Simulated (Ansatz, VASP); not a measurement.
**Pd: VASP beside Ansatz**

```
CELL_PARAMETERS angstrom
-1.40081 1.40081 1.98075
1.40081 -1.40081 1.98075
1.40081 1.40081 -1.98075
ATOMIC_POSITIONS crystal
Pd 0.00000 0.00000 0.00000
```

Alike in both runs: task single point; functional PBEsol; k mesh 24 × 24 × 24; occupations gaussian, width 0.15 eV; no spin polarisation.

|  | VASP | Ansatz |
| --- | --- | --- |
| version | VASP 6.6.1 | Ansatz 0.2.0 |
| potentials or method | VASP PAW PBE potentials, release 64 (Pd), cutoff 520 eV | scalar-relativistic, plane waves, PAW |
| valence electrons in the cell | 10 | 18 |

|  | VASP | Ansatz | Ansatz less VASP |
| --- | --- | --- | --- |
| gap on the k mesh at the Fermi level (eV) | none | none | - |
| pressure (GPa) | -11.3 | -11.2 | +0.12 |

VASP's potentials were made for PBE, not for PBEsol. A gap of «none» marks a metal or a gap that the smearing closes. VASP's potentials hold 10 valence electrons a cell and Ansatz's 18, so a difference there can come from the potentials and not from the codes.
